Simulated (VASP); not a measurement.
Here is a VASP 6.6.1 calculation.

Contents of INCAR:

```
ALGO     = Normal         # electronic algorithm
EDIFF    = 1E-6           # SCF threshold, eV
ENCUT    = 520            # plane-wave cutoff, eV
GGA      = PE             # functional
ISIF     = 2              # what is computed and relaxed
ISMEAR   = -1             # smearing method
LASPH    = True           # aspherical terms in the spheres
LCHARG   = True           # write CHGCAR
LELF     = True           # ELF
LREAL    = False          # projectors in reciprocal space
LVHAR    = True         
LWAVE    = False          # write WAVECAR
NBANDS   = 15             # bands
NELM     = 80             # most SCF steps
PREC     = Accurate       # precision mode
SIGMA    = 0.01           # smearing width, eV
```

The input KPOINTS:

```
k-points
0
Gamma
  9 9 9
```

Contents of POSCAR:

```
CaO
1.0
    0.0000000000      2.4490000000      2.4490000000
    2.4490000000      0.0000000000      2.4490000000
    2.4490000000      2.4490000000      0.0000000000
Ca O
1 1
Direct
    0.0000000000      0.0000000000      0.0000000000
    0.5000000000      0.5000000000      0.5000000000
```

Potentials or basis: VASP PAW PBE potentials, release 64 (Ca_sv, O).

Launch:

```bash
$ cat potpaw_PBE.64/Ca_sv/POTCAR potpaw_PBE.64/O/POTCAR > POTCAR
$ mpirun -np 1 vasp_std > vasp.out
```

(1) Estimate the pressure.

(2) What does it give for the band gap on the k mesh?

Answers

(1) -3.6 GPa.

(2) 3.70 eV (least direct gap 4.08 eV).

Caveat: the cell stands under tension; an odd mesh through Γ misses points on the zone boundary, where band edges can lie.
